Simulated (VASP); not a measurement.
# SiGe (P6_3mc) in VASP: notebook

Runs on SiGe. Level: LDA. Tasks: single point.

Program: VASP 6.6.1. These are calculated values, not measurements. Logs are shortened: lines on timing, memory, paths and dates and some standing lists are left out, and cuts for length are marked.

**1. The cell of the first run**

Symmetry: P6_3mc, No. 186, hexagonal system. Conventional cell: a = 3.904 Å, b = 3.904 Å, c = 6.451 Å, α = 90.00°, β = 90.00°, γ = 120.00°. Si (site symmetry 3m) has 4 Ge at 2.38 to 2.46 Å within 3.1 Å. Within 3.1 Å of Ge (site symmetry 3m) lie 4 Si at 2.38 to 2.46 Å.

**2. Single point, LDA (atoms shifted along a free coordinate)**

Input file INCAR:

```
PREC     = Accurate       # precision mode
ENCUT    = 520            # plane-wave cutoff, eV
EDIFF    = 1E-6           # SCF threshold, eV
ISMEAR   = 0              # smearing method
SIGMA    = 0.03           # smearing width, eV
LREAL    = F              # projectors in reciprocal space
LASPH    = T              # aspherical terms in the spheres
NELM     = 60             # most SCF steps
ALGO     = Normal         # electronic algorithm
ISIF     = 2              # what is computed and relaxed
LWAVE    = F              # write WAVECAR
LCHARG   = F              # write CHGCAR
NBANDS   = 26             # bands
```

Input file KPOINTS:

```
regular mesh
0
Gamma
  12 12 6
```

Input file POSCAR:

```
SiGe
1.0
    3.9035908171      0.0000000000      0.0000000000
   -1.9517954085      3.3806088136      0.0000000000
    0.0000000000      0.0000000000      6.4510978499
Si Ge
2 2
Direct
    0.6666666667      0.3333333333      0.8745031008
    0.3333333333      0.6666666667      0.3745031008
    0.6666666667      0.3333333333      0.4926769834
    0.3333333333      0.6666666667     -0.0073230166
```

Potentials or basis: VASP PAW LDA potentials, release 64 (Si, Ge_d).

The run is started by

```console
$ cat potpaw_LDA.64/Si/POTCAR potpaw_LDA.64/Ge_d/POTCAR > POTCAR
$ mpirun -np 1 vasp_std > vasp.out
```

OUTCAR:

```text
PREC = Accurate
   ENCUT = 520
   EDIFF = 1E-6
   ISMEAR = 0
   LREAL = F
   LASPH = T
   NELM = 60
   ISIF = 2

 ion  position               nearest neighbor table
   1  0.667  0.333  0.875-   4 2.38   4 2.38   4 2.38   3 2.46
   2  0.333  0.667  0.375-   3 2.38   3 2.38   3 2.38   4 2.46
   3  0.667  0.333  0.493-   2 2.38   2 2.38   2 2.38   1 2.46
   4  0.333  0.667  0.993-   1 2.38   1 2.38   1 2.38   2 2.46

  LATTYP: Found a hexagonal cell.
 ALAT       =     3.9035908171
 C/A-ratio  =     1.6526060625

  Lattice vectors:

 A1 = (   3.9035908171,   0.0000000000,   0.0000000000)
 A2 = (  -1.9517954085,   3.3806088136,   0.0000000000)
 A3 = (   0.0000000000,   0.0000000000,   6.4510978499)

Analysis of symmetry for initial positions (statically):
=====================================================================
 Subroutine PRICEL returns:
 Original cell was already a primitive cell.

 Routine SETGRP: Setting up the symmetry group for a
 hexagonal supercell.

 Subroutine GETGRP returns: Found 12 space group operations
 (whereof  6 operations were pure point group operations)
 out of a pool of 24 trial point group operations.

The static configuration has the point symmetry C_3v.
 The point group associated with its full space group is C_6v.

Analysis of symmetry for dynamics (positions and initial velocities):
=====================================================================
 Subroutine PRICEL returns:
 Original cell was already a primitive cell.

 Routine SETGRP: Setting up the symmetry group for a
 hexagonal supercell.

 Subroutine GETGRP returns: Found 12 space group operations
 (whereof  6 operations were pure point group operations)
 out of a pool of 24 trial point group operations.

The dynamic configuration has the point symmetry C_3v.
 The point group associated with its full space group is C_6v.

 Subroutine INISYM returns: Found 12 space group operations
 (whereof  6 operations are pure point group operations),
 and found     1 'primitive' translations

----------------------------------------------------------------------------------------

                                     Primitive cell

  volume of cell :      85.1320

  direct lattice vectors                    reciprocal lattice vectors
     3.903590817  0.000000000  0.000000000     0.256174391  0.147902354  0.000000000
    -1.951795408  3.380608814  0.000000000     0.000000000  0.295804707  0.000000000
     0.000000000  0.000000000  6.451097850     0.000000000  0.000000000  0.155012375

  length of vectors
     3.903590817  3.903590817  6.451097850     0.295804707  0.295804707  0.155012375

  position of ions in fractional coordinates (direct lattice)
     0.666666667  0.333333333  0.874503101
     0.333333333  0.666666667  0.374503101
     0.666666667  0.333333333  0.492676983
     0.333333333  0.666666667  0.992676983

  ion indices of the primitive-cell ions
   primitive index   ion index
                 1           1
                 2           2
                 3           3
                 4           4

----------------------------------------------------------------------------------------

 KPOINTS: regular mesh

Automatic generation of k-mesh.
 Grid dimensions read from file:
 generate k-points for:   12   12    6

 Generating k-lattice:

  Cartesian coordinates                     Fractional coordinates (reciprocal lattice)
     0.021347866  0.012325196  0.000000000     0.083333333  0.000000000  0.000000000
     0.000000000  0.024650392  0.000000000     0.000000000  0.083333333  0.000000000
     0.000000000  0.000000000  0.025835396     0.000000000  0.000000000  0.166666667

  Length of vectors
     0.024650392  0.024650392  0.025835396

  Shift w.r.t. Gamma in fractional coordinates (k-lattice)
     0.000000000  0.000000000  0.000000000

 Subroutine IBZKPT returns following result:
 ===========================================

 Found     76 irreducible k-points:

 Following reciprocal coordinates:
            Coordinates               Weight
  0.000000  0.000000  0.000000      1.000000
  0.083333 -0.000000  0.000000      6.000000
  0.166667  0.000000  0.000000      6.000000
  0.250000  0.000000  0.000000      6.000000
  0.333333  0.000000  0.000000      6.000000
  0.416667  0.000000  0.000000      6.000000
[... 16 lines left out ...]
  0.250000  0.000000  0.166667     12.000000
  0.333333  0.000000  0.166667     12.000000
 [... further k-points ...]
   k-points           NKPTS =     76   k-points in BZ     NKDIM =     76   number of bands    NBANDS=     26
   number of dos      NEDOS =    301   number of ions     NIONS =      4
   total plane-waves  NPLWV =  43200
   dimension x,y,z NGX =    30 NGY =   30 NGZ =   48
   dimension x,y,z NGXF=    60 NGYF=   60 NGZF=   96
   ions per type =               2   2
   NGX,Y,Z   is equivalent  to a cutoff of  12.78, 12.78, 12.37 a.u.
   NGXF,Y,Z  is equivalent  to a cutoff of  25.55, 25.55, 24.74 a.u.
 SYSTEM =  unknown system
   PREC   = accura    normal or accurate (medium, high low for compatibility)
   ISTART =      0    job   : 0-new  1-cont  2-samecut
   ICHARG =      2    charge: 1-file 2-atom 10-const
   ISPIN  =      1    spin polarized calculation?
   LNONCOLLINEAR =      F non collinear calculations
   LSORBIT =      F    spin-orbit coupling
   LASPH  =      T    aspherical Exc in radial PAW
   ENCUT  =  520.0 eV  38.22 Ry    6.18 a.u.   7.26  7.26 11.99*2*pi/ulx,y,z
   NELM   =     60;   NELMIN=  2; NELMDL= -5     # of ELM steps
   EDIFF  = 0.1E-05   stopping-criterion for ELM
   LREAL  =      F    real-space projection
   EDIFFG = 0.1E-04   stopping-criterion for IOM
   NSW    =      0    number of steps for IOM
   IBRION =     -1    ionic relax: 0-MD 1-quasi-New 2-CG
   NFREE  =      0    steps in history (QN), initial steepest desc. (CG)
   ISIF   =      2    stress and relaxation
   ISYM   =      2    0-nonsym 1-usesym 2-fastsym
   POTIM  = 0.5000    time-step for ionic-motion
   TEBEG  =    0.0;   TEEND  =   0.0 temperature during run
   PSTRESS=    0.0 pullay stress
   NELECT =      36.0000    total number of electrons
   NUPDOWN=      -1.0000    fix difference up-down
   EMIN   =  10.00;   EMAX   =-10.00  energy-range for DOS
   EFERMI =   0.00;   METHOD = LEGACY
   ISMEAR =     0;   SIGMA  =   0.03  broadening in eV -4-tet -1-fermi 0-gaus
   EFERMI_NEDOS =   21; number of points for ismear=-14 and -15
   IALGO  =     38    algorithm
   IMIX   =      4    mixing-type and parameters
     AMIX     =   0.40;   BMIX     =  1.00
     AMIX_MAG =   1.60;   BMIX_MAG =  1.00
  volume/ion in A,a.u.               =      21.28       143.62
  Fermi-wavevector in a.u.,A,eV,Ry     =   1.228791  2.322078 20.543811  1.509928
  Thomas-Fermi vector in A             =   2.363703
   LORBIT       =      0    0 simple, 1 ext, 2 COOP (PROOUT), +10 PAW based schemes
   GGA     = CA    functional components
   LHFCALC =     F    Hartree Fock is set to
   AEXX    =    0.0000 exact exchange contribution
   IVDW    =     0    specifies the selected vdW correction
   LEPSILON=     F    determine dielectric tensor
   LRPA    =     F    only Hartree local field effects (RPA)
 non-spin polarized calculation
 Gauss-broadening in eV      SIGMA  =   0.03
  energy-cutoff  :      520.00
  volume of cell :       85.13
 maximum number of plane-waves:      2316
 NGX is ok and might be reduce to    30
   NGX = 15   NGY = 15   NGZ = 23

 number of electron      35.9999995 magnetization

 Free energy of the ion-electron system (eV)
  ---------------------------------------------------
  ext. energy  EPLUGINS =         0.00000000
  ---------------------------------------------------
  free energy    TOTEN  =       -22.17821621 eV

  energy without entropy =      -22.17821621  energy(sigma->0) =      -22.17821621

 E-fermi :   5.5413     XC(G=0):  -9.9758

 val. band max:        5.4034742016   @ k =   0.0000   0.0000   0.0000
 cond. band min:       5.7001861962   @ k =   0.0000   0.0000   0.0000
 fundamental gap:      0.2967119946
 Fermi energy:         5.5413161354

 k-point     1 :       0.0000    0.0000    0.0000
  band No.  band energies     occupation
      1     -19.2513      2.00000
      2     -19.2513      2.00000
      3     -19.2505      2.00000
      4     -19.2502      2.00000
      5     -19.2489      2.00000
      6     -19.2489      2.00000
[... 18 lines left out ...]
     25       9.6381      0.00000
     26      11.8683      0.00000

 k-point     2 :       0.0833   -0.0000    0.0000
  band No.  band energies     occupation
      1     -19.2516      2.00000
      2     -19.2511      2.00000
      3     -19.2509      2.00000
      4     -19.2498      2.00000
      5     -19.2484      2.00000
      6     -19.2479      2.00000
[... 18 lines left out ...]
     25       9.9487      0.00000
     26      11.4556      0.00000

 k-point     3 :       0.1667    0.0000    0.0000
  band No.  band energies     occupation
      1     -19.2529      2.00000
      2     -19.2516      2.00000
      3     -19.2497      2.00000
      4     -19.2487      2.00000
      5     -19.2471      2.00000
      6     -19.2461      2.00000
[... 18 lines left out ...]
     25      10.6320      0.00000
     26      10.7614      0.00000

 k-point     4 :       0.2500    0.0000    0.0000
  band No.  band energies     occupation
      1     -19.2544      2.00000
      2     -19.2522      2.00000
      3     -19.2484      2.00000
      4     -19.2473      2.00000
      5     -19.2454      2.00000
      6     -19.2441      2.00000
[... 18 lines left out ...]
     25      11.8404      0.00000
     26      11.8786      0.00000

 k-point     5 :       0.3333    0.0000    0.0000
  band No.  band energies     occupation
      1     -19.2557      2.00000
      2     -19.2529      2.00000
      3     -19.2472      2.00000
      4     -19.2460      2.00000
      5     -19.2438      2.00000
      6     -19.2421      2.00000
[... 18 lines left out ...]
     25      12.0287      0.00000
     26      12.6741      0.00000

 k-point     6 :       0.4167    0.0000    0.0000
  band No.  band energies     occupation
      1     -19.2567      2.00000
      2     -19.2534      2.00000
      3     -19.2464      2.00000
      4     -19.2450      2.00000
      5     -19.2426      2.00000
      6     -19.2408      2.00000
[... 427 lines left out ...]
 k-point    21 :       0.0833   -0.0000    0.1667
  band No.  band energies     occupation
      1     -19.2516      2.00000
      2     -19.2511      2.00000
      3     -19.2507      2.00000
      4     -19.2497      2.00000
      5     -19.2486      2.00000
      6     -19.2481      2.00000
[... 18 lines left out ...]
     25       9.7590      0.00000
     26      11.7923      0.00000

 k-point    22 :       0.1667    0.0000    0.1667
  band No.  band energies     occupation
      1     -19.2528      2.00000
      2     -19.2518      2.00000
      3     -19.2496      2.00000
      4     -19.2485      2.00000
      5     -19.2473      2.00000
      6     -19.2463      2.00000
[... 18 lines left out ...]
     25      10.5623      0.00000
     26      11.1266      0.00000

 k-point    23 :       0.2500    0.0000    0.1667
  band No.  band energies     occupation
      1     -19.2543      2.00000
      2     -19.2524      2.00000
      3     -19.2482      2.00000
      4     -19.2471      2.00000
      5     -19.2456      2.00000
      6     -19.2443      2.00000
[... 18 lines left out ...]
     25      11.5929      0.00000
     26      11.6459      0.00000

 k-point    24 :       0.3333    0.0000    0.1667
  band No.  band energies     occupation
      1     -19.2556      2.00000
      2     -19.2532      2.00000
      3     -19.2469      2.00000
      4     -19.2457      2.00000
      5     -19.2440      2.00000
      6     -19.2424      2.00000
[... 18 lines left out ...]
     25      12.3616      0.00000
     26      12.8900      0.00000

 [... further k-points ...]

------------------------ aborting loop because EDIFF is reached ----------------------------------------

  FORCE on cell =-STRESS in cart. coord.  units (eV):
  Direction    XX          YY          ZZ          XY          YZ          ZX
  --------------------------------------------------------------------------------------
  -------------------------------------------------------------------------------------
  Total       -0.5628539     -0.5628539     -1.8596219     -0.0000000      0.0000000      0.0000000
  in kB      -10.5928644    -10.5928644    -34.9979340     -0.0000000      0.0000000      0.0000000
  external PRESSURE =     -18.7278876 kB  Pullay stress =       0.0000000 kB

 VOLUME and BASIS-vectors are now :
 -----------------------------------------------------------------------------
  energy-cutoff  :      520.00
  volume of cell :       85.13
      direct lattice vectors                 reciprocal lattice vectors
     3.903590817  0.000000000  0.000000000     0.256174391  0.147902354  0.000000000
    -1.951795408  3.380608814  0.000000000     0.000000000  0.295804707  0.000000000
     0.000000000  0.000000000  6.451097850     0.000000000  0.000000000  0.155012375

 POSITION                                       TOTAL-FORCE (eV/Angst)
 -----------------------------------------------------------------------------------
      1.95180      1.12687      5.64151        -0.000000      0.000000     -0.547240
     -0.00000      2.25374      2.41596         0.000000     -0.000000     -0.547240
      1.95180      1.12687      3.17831        -0.000000      0.000000      0.547240
     -0.00000      2.25374      6.40386        -0.000000      0.000000      0.547240
 -----------------------------------------------------------------------------------
    total drift:                                0.000000      0.000001      0.004014

  FREE ENERGIE OF THE ION-ELECTRON SYSTEM (eV)
  ---------------------------------------------------
  free  energy   TOTEN  =       -22.1782162122 eV

  energy  without entropy=      -22.1782162122  energy(sigma->0) =      -22.17821621
```

It took 2.3 min on 1 thread of AMD EPYC 7R43 (Zen 3), shared host; peak memory 0.23 GiB.

Results:

| Item | Value |
| --- | --- |
| Free energy | -22.1782 eV |
| Pressure | -1.9 GPa |
| Largest force | 0.547 eV/Å |
| Band gap on the k mesh | 0.30 eV |

Forces in eV/Å, atoms in the order of the input:
```
Si   0.000  0.000 -0.547
Si   0.000  0.000 -0.547
Ge   0.000  0.000  0.547
Ge   0.000  0.000  0.547
```

Caveat: the cell differs from its parent crystal (atoms shifted along a free coordinate). A k mesh can miss the band edges.

**3. Single point, LDA (atoms shifted along a free coordinate)**

Input file INCAR:

```
SYSTEM = SiGe
  ALGO = Normal
  EDIFF = 1E-6
  ENCUT = 520
  GGA = CA
  ISIF = 2
  ISMEAR = 0
  LASPH = .True.
  LCHARG = .True.
  LELF = .True.
  LREAL = .False.
  LVHAR = .True.
  LWAVE = .False.
  NBANDS = 26
  NELM = 60
  PREC = Accurate
  SIGMA = 0.03
```

Input file KPOINTS:

```
k-points
0
Gamma
  12 12 6
  0 0 0
```

Edit POSCAR of step 2 so:

```diff
@@ -10,3 +10,3 @@
     0.3333333333      0.6666666667      0.3745031008
-    0.6666666667      0.3333333333      0.4926769834
-    0.3333333333      0.6666666667     -0.0073230166
+    0.6666666667      0.3333333333      0.4848580677
+    0.3333333333      0.6666666667     -0.0151419323
```

Potentials or basis: VASP PAW LDA potentials, release 64 (Si, Ge_d).

The run is started by

```console
$ cat potpaw_LDA.64/Si/POTCAR potpaw_LDA.64/Ge_d/POTCAR > POTCAR
$ mpirun -np 1 vasp_std > vasp.out
```

OUTCAR:

```text
SYSTEM = SiGe
   EDIFF = 1E-6
   ENCUT = 520
   GGA = CA
   ISIF = 2
   ISMEAR = 0
   LASPH = .True.
   LREAL = .False.
   NELM = 60
   PREC = Accurate

 ion  position               nearest neighbor table
   1  0.667  0.333  0.875-   4 2.36   4 2.36   4 2.36   3 2.51
   2  0.333  0.667  0.375-   3 2.36   3 2.36   3 2.36   4 2.51
   3  0.667  0.333  0.485-   2 2.36   2 2.36   2 2.36   1 2.51
   4  0.333  0.667  0.985-   1 2.36   1 2.36   1 2.36   2 2.51

  LATTYP: Found a hexagonal cell.
 ALAT       =     3.9035908171
 C/A-ratio  =     1.6526060625

  Lattice vectors:

 A1 = (   3.9035908171,   0.0000000000,   0.0000000000)
 A2 = (  -1.9517954085,   3.3806088136,   0.0000000000)
 A3 = (   0.0000000000,   0.0000000000,   6.4510978499)

Analysis of symmetry for initial positions (statically):
=====================================================================
 Subroutine PRICEL returns:
 Original cell was already a primitive cell.

 Routine SETGRP: Setting up the symmetry group for a
 hexagonal supercell.
[... 170 lines left out ...]
  free energy    TOTEN  =       -22.09875106 eV

  energy without entropy =      -22.09873753  energy(sigma->0) =      -22.09874429

 E-fermi :   5.6222     XC(G=0):  -9.9750

 val. band max:        5.5892432461   @ k =   0.0000   0.0000   0.0000
 cond. band min:       5.6672869162   @ k =   0.5000   0.0000   0.0000
 fundamental gap:      0.0780436701
 Fermi energy:         5.6221539873

 k-point     1 :       0.0000    0.0000    0.0000
  band No.  band energies     occupation
      1     -19.2638      2.00000
      2     -19.2638      2.00000
      3     -19.2617      2.00000
      4     -19.2617      2.00000
      5     -19.2600      2.00000
      6     -19.2595      2.00000
[... 685 lines left out ...]
     25      12.3036      0.00000
     26      12.7672      0.00000

 [... further k-points ...]

------------------------ aborting loop because EDIFF is reached ----------------------------------------

  FORCE on cell =-STRESS in cart. coord.  units (eV):
  Direction    XX          YY          ZZ          XY          YZ          ZX
  --------------------------------------------------------------------------------------
  -------------------------------------------------------------------------------------
  Total       -0.0367442     -0.0367442     -2.4944903     -0.0000000      0.0000000      0.0000000
  in kB       -0.6915226     -0.6915226    -46.9461043     -0.0000000      0.0000000      0.0000000
  external PRESSURE =     -16.1097165 kB  Pullay stress =       0.0000000 kB

 VOLUME and BASIS-vectors are now :
 -----------------------------------------------------------------------------
  energy-cutoff  :      520.00
  volume of cell :       85.13
      direct lattice vectors                 reciprocal lattice vectors
     3.903590817  0.000000000  0.000000000     0.256174391  0.147902354  0.000000000
    -1.951795408  3.380608814  0.000000000     0.000000000  0.295804707  0.000000000
     0.000000000  0.000000000  6.451097850     0.000000000  0.000000000  0.155012375

 POSITION                                       TOTAL-FORCE (eV/Angst)
 -----------------------------------------------------------------------------------
      1.95180      1.12687      5.64151        -0.000000      0.000000     -1.011356
     -0.00000      2.25374      2.41596         0.000000      0.000000     -1.011356
      1.95180      1.12687      3.12787         0.000000      0.000000      1.011356
     -0.00000      2.25374      6.35342        -0.000000      0.000000      1.011356
 -----------------------------------------------------------------------------------
    total drift:                               -0.000000     -0.000000     -0.000965

  FREE ENERGIE OF THE ION-ELECTRON SYSTEM (eV)
  ---------------------------------------------------
  free  energy   TOTEN  =       -22.0987510562 eV

  energy  without entropy=      -22.0987375293  energy(sigma->0) =      -22.09874429
```

Run time: 2.4 min. Hardware: 1 thread of Intel Xeon Platinum 8259CL at 2.50GHz (Skylake/Cascade Lake), shared host; peak memory 0.26 GiB.

Results:

```yaml
Free_energy: -22.0988 eV
Pressure: -1.6 GPa
Largest_force: 1.011 eV/Å
Band_gap_on_the_k_mesh: 0.08 eV (least direct gap 0.09 eV)
```

Forces in eV/Å, atoms in the order of the input:
```
Si   0.000  0.000 -1.011
Si   0.000  0.000 -1.011
Ge   0.000  0.000  1.011
Ge   0.000  0.000  1.011
```

Stress tensor (GPa, compression positive):
```
-0.07  0.00  0.00
 0.00 -0.07  0.00
 0.00  0.00 -4.69
```

Caveat: the cell differs from its parent crystal (atoms shifted along a free coordinate); forces of over 1 eV/Å act on the atoms, so gaps and moduli don't describe the material at rest. A k mesh can miss the band edges.

[end of part 1 of 2]
